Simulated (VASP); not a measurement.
# SiO2 (I-42d) in VASP: a series of runs, part 2 of 2

VASP 6.6.1.

### Step 4. Relaxation of shape and atoms at fixed volume, PBE (16.00 Å³/atom)

This run uses another cell than the first one, of 16.00 Å³/atom.

File INCAR:

```
SYSTEM = SiO2
ALGO = Normal ; EDIFF = 1E-7
EDIFFG = -0.01 ; ENCUT = 600
GGA = PE ; IBRION = 2
ISIF = 4 ; ISMEAR = 0
LASPH = .True. ; LCHARG = .False.
LREAL = .False. ; LWAVE = .False.
NELM = 80 ; NSW = 50
PREC = Accurate ; SIGMA = 0.02
```

File KPOINTS:

```
k-points
0
Gamma
  6 6 6
  0 0 0
```

File POSCAR:

```
SiO2
1.0
   -2.5382560148      2.5382560148      3.7259211993
    2.5382560148     -2.5382560148      3.7259211993
    2.5382560148      2.5382560148     -3.7259211993
Si O
2 4
Direct
    0.0000000000      0.0000000000      0.0000000000
    0.7500000000      0.2500000000      0.5000000000
    0.9670112400      0.6250000000      0.8420112400
    0.3750000000      0.2170112400      0.3420112400
    0.7829887600      0.1250000000      0.1579887600
    0.8750000000      0.0329887600      0.6579887600
```

Potentials or basis: VASP PAW PBE potentials, release 64 (Si, O).

The run is started by

```
> cat potpaw_PBE.64/Si/POTCAR potpaw_PBE.64/O/POTCAR > POTCAR
> mpirun -np 1 vasp_std > vasp.out
```

OUTCAR:

```text
SYSTEM = SiO2
   EDIFF = 1E-7
   EDIFFG = -0.01
   ENCUT = 600
   GGA = PE
   IBRION = 2
   ISIF = 4
   ISMEAR = 0
   LASPH = .True.
   LREAL = .False.
   NELM = 80
   NSW = 50
   PREC = Accurate

 ion  position               nearest neighbor table
   1  0.000  0.000  0.000-   3 1.64   4 1.64   5 1.64   6 1.64   2 3.15   2 3.15   2 3.15   2 3.15

   2  0.750  0.250  0.500-   3 1.64   4 1.64   5 1.64   6 1.64   1 3.15   1 3.15   1 3.15   1 3.15

   3  0.967  0.625  0.842-   1 1.64   2 1.64
   4  0.375  0.217  0.342-   1 1.64   2 1.64
   5  0.783  0.125  0.158-   1 1.64   2 1.64
   6  0.875  0.033  0.658-   1 1.64   2 1.64

  LATTYP: Found a body centered tetragonal cell.
 ALAT       =     5.0765120296
 C/A-ratio  =     1.4679059865

  Lattice vectors:
[... 430 lines left out ...]

 number of electron      32.0000001 magnetization

 Free energy of the ion-electron system (eV)
  ---------------------------------------------------
  ext. energy  EPLUGINS =         0.00000000
  ---------------------------------------------------
  free energy    TOTEN  =       -47.50740219 eV

  energy without entropy =      -47.50740219  energy(sigma->0) =      -47.50740219

 E-fermi :  -0.5902     XC(G=0):  -7.8443

 val. band max:       -0.7636563271   @ k =   0.0000   0.0000   0.0000
 cond. band min:       4.8727475645   @ k =   0.0000   0.0000   0.0000
 fundamental gap:      5.6364038916
 Fermi energy:        -0.5902093945

 k-point     1 :       0.0000    0.0000    0.0000
  band No.  band energies     occupation
      1     -19.8972      2.00000
      2     -17.9157      2.00000
      3     -17.9157      2.00000
      4     -17.8720      2.00000
      5     -10.1759      2.00000
      6      -6.3381      2.00000
[... 541 lines left out ...]
     19       8.8245      0.00000
     20       9.3868      0.00000

 [... further k-points ...]
[... 5 lines left out ...]
  --------------------------------------------------------------------------------------
  -------------------------------------------------------------------------------------
  Total       -0.3879866     -0.3879866     -0.3945331      0.0000000     -0.0000000      0.0000000
  in kB       -6.4738520     -6.4738520     -6.5830857      0.0000000     -0.0000000      0.0000000
  external PRESSURE =      -6.5102632 kB  Pullay stress =       0.0000000 kB
[... 21 lines left out ...]
  FREE ENERGIE OF THE ION-ELECTRON SYSTEM (eV)
  ---------------------------------------------------
  free  energy   TOTEN  =       -47.5074021901 eV

  energy  without entropy=      -47.5074021901  energy(sigma->0) =      -47.50740219

 reached required accuracy - stopping structural energy minimisation
```

Wall time 3.4 min (1 thread of Intel Xeon Platinum 8488C (Sapphire Rapids), shared host); peak memory 0.28 GiB.

Results:

| Item | Value |
| --- | --- |
| Free energy | -47.5074 eV |
| Energy gained by relaxing | 5.7 meV/atom |
| Ionic steps | 7 |
| Pressure after relaxing | -0.7 GPa |
| Band gap on the k mesh | 5.64 eV |

Forces in eV/Å, atoms in the order of the input:
```
Si   0.000  0.000  0.000
Si   0.000  0.000  0.000
O    0.000  0.002  0.000
O    0.002  0.000  0.000
O    0.000 -0.002  0.000
O   -0.002  0.000  0.000
```

The path:
| step | energy change (eV) | largest force (eV/Å) | pressure (GPa) | volume (Å³) |
| --- | --- | --- | --- | --- |
| 1 | 0.0000 | 0.2860 | -4.38 | 96.02 |
| 2 | -0.0138 | 0.2137 | -3.55 | 96.02 |
| 3 | -0.0326 | 0.0244 | -1.15 | 96.02 |
| 4 | -0.0329 | 0.0042 | -0.86 | 96.02 |
| 5 | -0.0329 | 0.0016 | -0.79 | 96.02 |
| 6 | -0.0338 | 0.0020 | -0.73 | 96.02 |
| 7 | -0.0341 | 0.0024 | -0.65 | 96.02 |

Final structure:
```
Si O
1.0
    -2.54677    2.54677    3.70105
     2.54677   -2.54677    3.70105
     2.54677    2.54677   -3.70105
Si O
2 4
Direct
  0.00000 0.00000 0.00000
  0.75000 0.25000 0.50000
  0.95458 0.62500 0.82958
  0.37500 0.20458 0.32958
  0.79542 0.12500 0.17042
  0.87500 0.04542 0.67042
```

Levels at points of the mesh, in eV from the valence-band top:
```csv
k point,band 13,band 14,band 15,band 16,band 17,band 18,band 19,band 20
"(0.00, 0.00, 0.00)",-1.66,-0.52,0.00,0.00,5.64,8.69,9.81,9.86
"(0.50, 0.00, 0.00)",-1.57,-0.83,-0.61,-0.10,7.79,8.65,9.36,9.98
"(0.50, 0.50, 0.00)",-1.07,-1.07,-0.41,-0.41,8.72,8.72,10.02,10.02
"(0.50, 0.50, 0.50)",-1.42,-1.42,-0.41,-0.41,8.60,8.60,10.37,10.37
```

### Step 5. Single point, PBE

This run uses another cell than the first one, of 15.54 Å³/atom.

File INCAR:

```
ALGO = Normal ; EDIFF = 1E-7
ENCUT = 520 ; GGA = PE
ISIF = 2 ; ISMEAR = 0
LASPH = T ; LCHARG = F
LREAL = F ; LWAVE = F
NBANDS = 25 ; NELM = 100
PREC = Accurate ; SIGMA = 0.02
```

File KPOINTS:

```
k-points
0
Gamma
  6 6 6
```

File POSCAR:

```
SiO2
1.0
   -2.5133692696      2.5133692696      3.6893906705
    2.5133692696     -2.5133692696      3.6893906705
    2.5133692696      2.5133692696     -3.6893906705
Si O
2 4
Direct
    0.0000000000      0.0000000000      0.0000000000
    0.7500000000      0.2500000000      0.5000000000
    0.9670112602      0.6250000000      0.8420112602
    0.3750000000      0.2170112602      0.3420112602
    0.7829887398      0.1250000000      0.1579887398
    0.8750000000      0.0329887398      0.6579887398
```

The run is started by

```
> cat potpaw_PBE.64/Si/POTCAR potpaw_PBE.64/O/POTCAR > POTCAR
> mpirun -np 1 vasp_std > vasp.out
```

Wall time 64 s (1 thread of Intel Xeon Platinum 8259CL at 2.50GHz (Skylake/Cascade Lake), shared host); peak memory 0.25 GiB.

The run converged. Its results:

```
Free energy            : -47.4923 eV
Pressure               : 0.1 GPa
Largest force          : 0.005 eV/Å
Band gap on the k mesh : 5.73 eV
```

Forces on the atoms (eV/Å):
```
Si   0.000  0.000  0.000
Si   0.000  0.000  0.000
O    0.000 -0.005  0.000
O   -0.005  0.000  0.000
O    0.000  0.005  0.000
O    0.005  0.000  0.000
```

Levels at points of the mesh, in eV from the valence-band top:
| k point | band 13 | band 14 | band 15 | band 16 | band 17 | band 18 | band 19 | band 20 |
| --- | --- | --- | --- | --- | --- | --- | --- | --- |
| (0.00, 0.00, 0.00) | -1.55 | -0.65 | 0.00 | 0.00 | 5.73 | 8.71 | 10.22 | 10.27 |
| (0.50, 0.00, 0.00) | -1.48 | -0.79 | -0.51 | -0.13 | 7.93 | 8.83 | 9.58 | 10.01 |
| (0.50, 0.50, 0.00) | -0.98 | -0.98 | -0.35 | -0.35 | 8.90 | 8.90 | 10.02 | 10.02 |
| (0.50, 0.50, 0.50) | -1.43 | -1.43 | -0.34 | -0.34 | 8.73 | 8.73 | 10.19 | 10.19 |

### Step 6. Relaxation of cell and atoms, PBE

This run uses another cell than the first one, of 15.54 Å³/atom.

File INCAR:

```
SYSTEM = SiO2
PREC = Accurate
ENCUT = 600
EDIFF = 1E-7
ISMEAR = 0
SIGMA = 0.02
LREAL = .False.
LASPH = .True.
NELM = 60
ALGO = Normal
ISIF = 3
LWAVE = .False.
LCHARG = .False.
GGA = PE
IBRION = 2
NSW = 100
EDIFFG = -0.005
```

File KPOINTS:

```
regular mesh
0
Gamma
  6 6 6
  0 0 0
```

POSCAR is that of step 5.

Potentials or basis: VASP PAW PBE potentials, release 64 (Si, O).

The run is started by

```
> cat potpaw_PBE.64/Si/POTCAR potpaw_PBE.64/O/POTCAR > POTCAR
> mpirun -np 1 vasp_std > vasp.out
```

OUTCAR:

```text
SYSTEM = SiO2
   PREC = Accurate
   ENCUT = 600
   EDIFF = 1E-7
   ISMEAR = 0
   LREAL = .False.
   LASPH = .True.
   NELM = 60
   ISIF = 3
   GGA = PE
   IBRION = 2
   NSW = 100
   EDIFFG = -0.005

 ion  position               nearest neighbor table
   1  0.000  0.000  0.000-   5 1.63   6 1.63   3 1.63   4 1.63   2 3.12   2 3.12   2 3.12   2 3.12

   2  0.750  0.250  0.500-   5 1.63   6 1.63   3 1.63   4 1.63   1 3.12   1 3.12   1 3.12   1 3.12

   3  0.967  0.625  0.842-   1 1.63   2 1.63
   4  0.375  0.217  0.342-   1 1.63   2 1.63
   5  0.783  0.125  0.158-   1 1.63   2 1.63
   6  0.875  0.033  0.658-   1 1.63   2 1.63

  LATTYP: Found a body centered tetragonal cell.
 ALAT       =     5.0267385392
 C/A-ratio  =     1.4679063340

  Lattice vectors:

 A1 = (  -2.5133692696,   2.5133692696,   3.6893906705)
 A2 = (   2.5133692696,  -2.5133692696,   3.6893906705)
 A3 = (   2.5133692696,   2.5133692696,  -3.6893906705)

Analysis of symmetry for initial positions (statically):
=====================================================================
 Subroutine PRICEL returns:
 Original cell was already a primitive cell.

 Routine SETGRP: Setting up the symmetry group for a
 body centered tetragonal supercell.

 Subroutine GETGRP returns: Found  8 space group operations
 (whereof  4 operations were pure point group operations)
 out of a pool of 16 trial point group operations.

The static configuration has the point symmetry S_4 .
 The point group associated with its full space group is D_2d.

Analysis of symmetry for dynamics (positions and initial velocities):
=====================================================================
 Subroutine PRICEL returns:
 Original cell was already a primitive cell.

 Routine SETGRP: Setting up the symmetry group for a
 body centered tetragonal supercell.

 Subroutine GETGRP returns: Found  8 space group operations
 (whereof  4 operations were pure point group operations)
 out of a pool of 16 trial point group operations.

The dynamic configuration has the point symmetry S_4 .
 The point group associated with its full space group is D_2d.

 Subroutine INISYM returns: Found  8 space group operations
 (whereof  4 operations are pure point group operations),
 and found     1 'primitive' translations

----------------------------------------------------------------------------------------

                                     Primitive cell

  volume of cell :      93.2239

  direct lattice vectors                    reciprocal lattice vectors
    -2.513369270  2.513369270  3.689390670     0.000000000  0.198936148  0.135523734
     2.513369270 -2.513369270  3.689390670     0.198936148  0.000000000  0.135523734
     2.513369270  2.513369270 -3.689390670     0.198936148  0.198936148  0.000000000

  length of vectors
     5.123051209  5.123051209  5.123051209     0.240712013  0.240712013  0.281338198

  position of ions in fractional coordinates (direct lattice)
     0.000000000  0.000000000  0.000000000
     0.750000000  0.250000000  0.500000000
     0.967011260  0.625000000  0.842011260
     0.375000000  0.217011260  0.342011260
     0.782988740  0.125000000  0.157988740
     0.875000000  0.032988740  0.657988740

[... 37 lines left out ...]
  0.000000  0.000000  0.000000      1.000000
  0.166667  0.000000  0.000000      8.000000
  0.333333 -0.000000  0.000000      8.000000
  0.500000  0.000000  0.000000      4.000000
  0.166667  0.166667  0.000000      8.000000
  0.333333  0.166667  0.000000     16.000000
[... 16 lines left out ...]
 -0.333333 -0.333333  0.166667      8.000000
 -0.166667 -0.333333  0.166667      8.000000
 [... further k-points ...]
   k-points           NKPTS =     30   k-points in BZ     NKDIM =     30   number of bands    NBANDS=     20
   number of dos      NEDOS =    301   number of ions     NIONS =      6
   total plane-waves  NPLWV =  74088
   dimension x,y,z NGX =    42 NGY =   42 NGZ =   42
   dimension x,y,z NGXF=    84 NGYF=   84 NGZF=   84
   ions per type =               2   4
   NGX,Y,Z   is equivalent  to a cutoff of  13.63, 13.63, 13.63 a.u.
   NGXF,Y,Z  is equivalent  to a cutoff of  27.26, 27.26, 27.26 a.u.
 SYSTEM =  SiO2
   PREC   = accura    normal or accurate (medium, high low for compatibility)
   ISTART =      0    job   : 0-new  1-cont  2-samecut
   ICHARG =      2    charge: 1-file 2-atom 10-const
   ISPIN  =      1    spin polarized calculation?
   LNONCOLLINEAR =      F non collinear calculations
   LSORBIT =      F    spin-orbit coupling
   LASPH  =      T    aspherical Exc in radial PAW
   ENCUT  =  600.0 eV  44.10 Ry    6.64 a.u.  10.23 10.23 10.23*2*pi/ulx,y,z
   NELM   =     60;   NELMIN=  2; NELMDL= -5     # of ELM steps
   EDIFF  = 0.1E-06   stopping-criterion for ELM
   LREAL  =      F    real-space projection
   EDIFFG = -.5E-02   stopping-criterion for IOM
   NSW    =    100    number of steps for IOM
   IBRION =      2    ionic relax: 0-MD 1-quasi-New 2-CG
   NFREE  =      1    steps in history (QN), initial steepest desc. (CG)
   ISIF   =      3    stress and relaxation
   ISYM   =      2    0-nonsym 1-usesym 2-fastsym
   POTIM  = 0.5000    time-step for ionic-motion
   TEBEG  =    0.0;   TEEND  =   0.0 temperature during run
   PSTRESS=    0.0 pullay stress
   NELECT =      32.0000    total number of electrons
   NUPDOWN=      -1.0000    fix difference up-down
   EMIN   =  10.00;   EMAX   =-10.00  energy-range for DOS
   EFERMI =   0.00;   METHOD = LEGACY
   ISMEAR =     0;   SIGMA  =   0.02  broadening in eV -4-tet -1-fermi 0-gaus
   EFERMI_NEDOS =   21; number of points for ismear=-14 and -15
   IALGO  =     38    algorithm
   IMIX   =      4    mixing-type and parameters
     AMIX     =   0.40;   BMIX     =  1.00
     AMIX_MAG =   1.60;   BMIX_MAG =  1.00
  volume/ion in A,a.u.               =      15.54       104.85
  Fermi-wavevector in a.u.,A,eV,Ry     =   1.146258  2.166114 17.876798  1.313908
  Thomas-Fermi vector in A             =   2.282943
   LORBIT       =      0    0 simple, 1 ext, 2 COOP (PROOUT), +10 PAW based schemes
   GGA     = PE    functional components
   LHFCALC =     F    Hartree Fock is set to
   AEXX    =    0.0000 exact exchange contribution
   IVDW    =     0    specifies the selected vdW correction
   LEPSILON=     F    determine dielectric tensor
   LRPA    =     F    only Hartree local field effects (RPA)
 conjugate gradient relaxation of ions
 non-spin polarized calculation
 Gauss-broadening in eV      SIGMA  =   0.02
  energy-cutoff  :      600.00
  volume of cell :       93.22
 maximum number of plane-waves:      3126
 NGX is ok and might be reduce to    42
   NGX = 21   NGY = 21   NGZ = 21

--------------------------------------- Ionic step        1  -------------------------------------------

 number of electron      32.0000004 magnetization

 Free energy of the ion-electron system (eV)
  ---------------------------------------------------
  ext. energy  EPLUGINS =         0.00000000
  ---------------------------------------------------
  free energy    TOTEN  =       -47.50759725 eV

  energy without entropy =      -47.50759725  energy(sigma->0) =      -47.50759725

------------------------ aborting loop because EDIFF is reached ----------------------------------------

  FORCE on cell =-STRESS in cart. coord.  units (eV):
  Direction    XX          YY          ZZ          XY          YZ          ZX
  --------------------------------------------------------------------------------------
  -------------------------------------------------------------------------------------
  Total       -0.0688676     -0.0688676     -0.0671952      0.0000000      0.0000000      0.0000000
  in kB       -1.1835815     -1.1835815     -1.1548390      0.0000000      0.0000000      0.0000000
  external PRESSURE =      -1.1740007 kB  Pullay stress =       0.0000000 kB
[... 67 lines left out ...]
--------------------------------------- Ionic step        3  -------------------------------------------

 number of electron      32.0000004 magnetization

 Free energy of the ion-electron system (eV)
  ---------------------------------------------------
  ext. energy  EPLUGINS =         0.00000000
  ---------------------------------------------------
  free energy    TOTEN  =       -47.50762633 eV

  energy without entropy =      -47.50762633  energy(sigma->0) =      -47.50762633

 E-fermi :  -0.5070     XC(G=0):  -8.0080

 val. band max:       -0.6385843706   @ k =   0.0000   0.0000   0.0000
 cond. band min:       5.0997843188   @ k =   0.0000   0.0000   0.0000
 fundamental gap:      5.7383686894
 Fermi energy:        -0.5070133973

 k-point     1 :       0.0000    0.0000    0.0000
  band No.  band energies     occupation
      1     -19.7441      2.00000
      2     -17.7420      2.00000
      3     -17.7420      2.00000
      4     -17.6872      2.00000
      5      -9.8742      2.00000
      6      -6.1290      2.00000
[... 541 lines left out ...]
     19       9.1361      0.00000
     20       9.5879      0.00000

 [... further k-points ...]
[... 5 lines left out ...]
  --------------------------------------------------------------------------------------
  -------------------------------------------------------------------------------------
  Total        0.0031914      0.0031914      0.0028736      0.0000000     -0.0000000      0.0000000
  in kB        0.0548895      0.0548895      0.0494240      0.0000000     -0.0000000      0.0000000
  external PRESSURE =       0.0530676 kB  Pullay stress =       0.0000000 kB
[... 21 lines left out ...]
  FREE ENERGIE OF THE ION-ELECTRON SYSTEM (eV)
  ---------------------------------------------------
  free  energy   TOTEN  =       -47.5076263320 eV

  energy  without entropy=      -47.5076263320  energy(sigma->0) =      -47.50762633

 reached required accuracy - stopping structural energy minimisation
```

Run time: 2.1 min. Hardware: 1 thread of Intel Xeon Platinum 8259CL at 2.50GHz (Skylake/Cascade Lake), shared host; peak memory 0.28 GiB.

Results:

```yaml
Free_energy: -47.5076 eV
Relaxed_volume: 15.53 Å³/atom
Relaxed_cell: a = 5.122 Å, b = 5.122 Å, c = 5.122 Å, α = 121.24°, β = 121.24°, γ = 87.87°
Space_group_after_relaxing_to_0.1_Å: I-42d (No. 122)
Energy_gained_by_relaxing: 0.0 meV/atom
Ionic_steps: 3
Pressure_after_relaxing: 0.0 GPa
Band_gap_on_the_k_mesh: 5.74 eV
```

Final structure:
```yaml
crystal:
  lattice:
    - [-2.51274, 2.51274, 3.68850]
    - [2.51274, -2.51274, 3.68850]
    - [2.51274, 2.51274, -3.68850]
  atoms:
    - { symbol: Si, position: [0.00000, 0.00000, 0.00000] }
    - { symbol: Si, position: [0.75000, 0.25000, 0.50000] }
    - { symbol: O, position: [0.96698, 0.62500, 0.84198] }
    - { symbol: O, position: [0.37500, 0.21698, 0.34198] }
    - { symbol: O, position: [0.78302, 0.12500, 0.15802] }
    - { symbol: O, position: [0.87500, 0.03302, 0.65802] }
```

A k mesh can miss the band edges.

### Step 7. Overview

```csv
task,cell,cutoff (eV),gap on the mesh (eV),pressure (GPa)
relaxation of shape and atoms at fixed volume,"relaxed from a = 5.071 Å, angles 121.2, 121.2, 87.9°, 6 atoms",600,5.84,0.7
relaxation of cell and atoms,"relaxed from a = 5.123 Å, angles 121.2, 121.2, 87.9°, 6 atoms",600,5.74,0.0
relaxation of shape and atoms at fixed volume,"relaxed from a = 5.174 Å, angles 121.2, 121.2, 87.9°, 6 atoms",600,5.64,-0.7
single point,"a = 5.123 Å, angles 121.2, 121.2, 87.9°, 6 atoms",520,5.73,0.1
```

Alike in all rows: level PBE; potentials or basis VASP PAW PBE potentials, release 64 (Si, O); no spin polarisation; k mesh 6 × 6 × 6; smearing gaussian 0.02 eV.

Total energies depend on the potentials used, so only differences within one code and one set of settings carry meaning.
